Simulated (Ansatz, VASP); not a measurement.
SiC in VASP and in Ansatz

```
CELL_PARAMETERS angstrom
3.07600 0.00000 0.00000
-1.53800 2.66389 0.00000
0.00000 0.00000 5.04800
ATOMIC_POSITIONS crystal
Si 0.33333 0.66667 0.00000
Si 0.66667 0.33333 0.50000
C 0.33333 0.66667 0.38500
C 0.66667 0.33333 0.88500
```

Alike in both runs: task single point; functional LDA; k mesh 8 × 8 × 4; no spin polarisation.

|  | VASP | Ansatz |
| --- | --- | --- |
| version | VASP 6.6.1 | Ansatz 0.2.0 |
| potentials or method | VASP PAW LDA potentials, release 64 (Si, C), cutoff 600 eV | plane waves, PAW |
| occupations | gaussian, width 0.01 eV | fixed |
| valence electrons in the cell | 16 | 16 |

|  | VASP | Ansatz | Ansatz less VASP |
| --- | --- | --- | --- |
| gap on the k mesh at the Fermi level (eV) | 2.46 | 2.47 | +0.012 |

LDA's correlation is that of Perdew and Zunger in VASP and of Perdew and Wang (1992) in Ansatz.
